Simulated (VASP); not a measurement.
# C: single point with PBE+D3(BJ)

C:

```
CELL_PARAMETERS angstrom
1.20169 0.69379 3.27735
-1.20169 0.69379 3.27735
0.00000 -1.38759 3.27735
ATOMIC_POSITIONS crystal
C 0.16283 0.16283 0.16283
C 0.83717 0.83717 0.83717
```

| Item | Value |
| --- | --- |
| Program | VASP 6.6.1 |
| Task | single point |
| Functional | PBE |
| Dispersion | D3(BJ) |
| Potentials or basis | VASP PAW PBE potentials, release 64 (C) |
| Cutoff | 520 eV |
| k mesh | 15 × 15 × 15 |
| Occupations | gaussian, width 0.05 eV |
| Spin | no spin polarisation |

| Property | Result |
| --- | --- |
| Pressure | 25.9 GPa |
| Largest force | 1.196 eV/Å |
| Band gap on the k mesh | 0.87 eV, direct |
| Dispersion energy per atom | -0.159 eV |

Forces on the atoms (eV/Å):
```
C    0.000  0.000  1.196
C    0.000  0.000 -1.196
```

Stress tensor (GPa, compression positive):
```
39.01  0.00  0.00
 0.00 39.01  0.00
 0.00  0.00 -0.22
```

Levels at points of the mesh, in eV from the valence-band top:
```csv
k point,band 1,band 2,band 3,band 4,band 5,band 6,band 7,band 8
"(0.00, 0.00, 0.00)",-19.84,-6.50,-2.46,-2.46,4.48,9.32,9.32,12.82
```

Run time: 60 s on 1 thread of Intel(R) Xeon(R) Platinum 8488C (Sapphire Rapids), on a shared host, peak memory 0.19 GiB.

Caveat: forces of over 1 eV/Å act on the atoms, so gaps and moduli don't describe the material at rest. A k mesh can miss the band edges.
